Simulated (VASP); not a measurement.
Runs of VASP 6.6.1 on SnSe. The structure is that of space group Fm-3m (No. 225), or close to it. The cells are those of the table. 

```tsv
task	level	spin	cell	k mesh	smearing	k mesh for the DOS	occupations for the DOS	gap on the mesh (eV)	pressure (GPa)
single point	PBE+D3(BJ)	off	a = 4.269 Å, angles 60.0°, 2 atoms	10 × 10 × 10	gaussian 0.02 eV	-	-	0.50	-1.5
single point	r2SCAN	off	a = 4.227 Å, angles 60.0°, 2 atoms	10 × 10 × 10	gaussian 0.02 eV	-	-	0.49	(b)
single point	PBE+D3(BJ)	off	a = 3.867 Å, angles 60.0°, 2 atoms	10 × 10 × 10	gaussian 0.01 eV	-	-	0.13	25.1
single point	PBE+D3(BJ)	off	a = 3.701 Å, angles 60.0°, 2 atoms	12 × 12 × 12	gaussian 0.01 eV	-	-	none	50.2
single point	PBE+D3(BJ)	non-collinear, zero start, SOC	a = 4.227 Å, angles 60.0°, 2 atoms	10 × 10 × 10	gaussian 0.02 eV	-	-	-	-0.1
single point	PBE+D3(BJ)	off	a = 4.254 Å, angles 60.0°, 2 atoms	10 × 10 × 10	gaussian 0.01 eV	-	-	0.50	(c)
single point	PBE+D3(BJ)	off	a = 4.363 Å, angles 60.0°, 2 atoms	10 × 10 × 10	gaussian 0.02 eV	-	-	0.28	(d)
single point	PBE+D3(BJ)	off	a = 3.701 Å, angles 60.0°, 2 atoms	10 × 10 × 10	tetrahedron	-	-	(a)	50.2
single point	PBE+D3(BJ)	off	a = 4.184 Å, angles 60.0°, 2 atoms	10 × 10 × 10	gaussian 0.02 eV	-	-	0.50	1.7
```

Alike in all rows: potentials or basis VASP PAW PBE potentials, release 64 (Sn_d, Se); cutoff (eV) 520.

Q: Estimate the missing entries.

A: (a) 0.06; (b) 1.2; (c) -1.0; (d) -3.6.

Caveats: spin-orbit coupling is left out, which moves the levels of the heavy elements (some runs); the PAW data sets were made with another functional, which shifts forces and pressure a little (some runs); pairwise dispersion overbinds metals, which lowers pressure and volume (some runs).

A k mesh can miss the band edges, and rows without SOC leave out spin-orbit coupling on Se, Sn.

A gap of «none» marks levels without a gap at the run's occupations.
